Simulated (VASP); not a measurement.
A run of VASP 6.6.1 is set up as follows.

File INCAR:

```
ALGO = Normal ; EDIFF = 1E-6
EDIFFG = -0.01 ; ENCUT = 600
GGA = PS ; IBRION = 2
ISIF = 3 ; ISMEAR = 0
LASPH = True ; LCHARG = False
LREAL = False ; LWAVE = False
NELM = 60 ; NSW = 80
PREC = Accurate ; SIGMA = 0.05
```

KPOINTS

```
k-points
0
Gamma
  10 10 6
```

File POSCAR:

```
Os
1.0
    2.7000000000      0.0000000000      0.0000000000
   -1.3500000000      2.3382685902      0.0000000000
    0.0000000000      0.0000000000      4.4091000000
Os
2
Direct
    0.3333333333      0.6666666667      0.2500000000
    0.6666666667      0.3333333333      0.7500000000
```

Potentials or basis: VASP PAW PBE potentials, release 64 (Os).

Command:

```bash
$ cat potpaw_PBE.64/Os/POTCAR > POTCAR
$ mpirun -np 1 vasp_std > vasp.out
```

(1) What does it give for the band gap on the k mesh?

Answers

(1) zero (bands 8 and 9 overlap by 3.92 eV).

Caveat: spin-orbit coupling is left out, which moves the levels of the heavy elements.
